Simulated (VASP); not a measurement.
Wanted: the native input for a VASP 6.6.1 run.

```yaml
Task: single point
Functional: PBEsol
Potentials_or_basis: VASP PAW PBE potentials, release 64 (Si, Li_sv)
Cutoff: 520 eV
k_mesh: 2 × 2 × 2
Occupations: fermi-dirac, width 0.05 eV
Spin: collinear spin
Starting_moments: "[0.0, 0.0, 0.0, 0.0, 0.0, 0.0, 0.0, 0.0, 0.0, 0.0, 0.0, 0.0, 0.0, 0.0, 0.0, 0.0, 1.0] μB"
Dipole_correction: no
Further_INCAR_settings: LREAL = Auto; ALGO = Normal; EDIFF = 1e-06; NBANDS = 52
```

The structure of LiSi16 (a cell with a defect) lies in POSCAR:

```
LiSi16
1.0
    0.0000000000      5.4300000000      5.4300000000
    5.4300000000      0.0000000000      5.4300000000
    5.4300000000      5.4300000000      0.0000000000
Si Li
16 1
Direct
   -0.0224401473     -0.0335082873      0.0007642726
    0.1421823204      0.0143738490      0.1605616943
    0.0033057090     -0.0348342541      0.5168416206
    0.1546040516      0.0818232044      0.6022283610
    0.0426795580      0.3813351750      0.0074125230
    0.1393093923      0.5518139963      0.1022744015
   -0.0053222836      0.4672007366      0.4774953959
    0.1291436464      0.5689779006      0.6394198895
    0.5043462247     -0.0851565378      0.0493001842
    0.6018968692      0.1024125230      0.1260405157
    0.5434162063     -0.0571731123      0.5003591160
    0.6316850829      0.0568784530      0.6732136280
    0.5135911602      0.4845672192     -0.0267034991
    0.6244935543      0.5398895028      0.1814732965
    0.4774769797      0.4153591160      0.5537753223
    0.6329005525      0.5985543278      0.5860313076
    0.8931491713      0.3217863720      0.8551749540
```

One way to write it, as run:

INCAR

```
SYSTEM = LiSi16
PREC = Accurate
ENCUT = 520
EDIFF = 1E-6
ISMEAR = -1
SIGMA = 0.05
LREAL = Auto
LASPH = .TRUE.
NELM = 150
ALGO = Normal
ISIF = 2
LWAVE = .FALSE.
LCHARG = .FALSE.
ISPIN = 2
MAGMOM = 0 0 0 0 0 0 0 0 0 0 0 0 0 0 0 0 1
LORBIT = 11
GGA = PS
NBANDS = 52
```

KPOINTS

```
Automatic mesh
0
G
  2 2 2
  0 0 0
```

Potentials or basis: VASP PAW PBE potentials, release 64 (Si, Li_sv).

Run with:

```console
$ cat potpaw_PBE.64/Si/POTCAR potpaw_PBE.64/Li_sv/POTCAR > POTCAR
$ mpirun -np 1 vasp_std > vasp.out
```

Results of the run:

The largest force is 2.940 eV/Å, the net moment is 0.00 μB per cell and the valence electrons inside the program's atomic spheres are Si 1.66, 1.71, 1.70, 1.67, 1.64, 1.69, 1.68, 1.73 (each value once); Li 2.16.

Caveat: the k points lie up to 0.50 Å⁻¹ apart; the atoms stand as in a frame of molecular dynamics; the PAW data sets were made with another functional, which shifts forces and pressure a little.

Run time: 4.3 min on 1 thread of AMD EPYC 9R45 96-Core Processor (Zen 5), with other jobs on the host, peak memory 0.67 GiB.
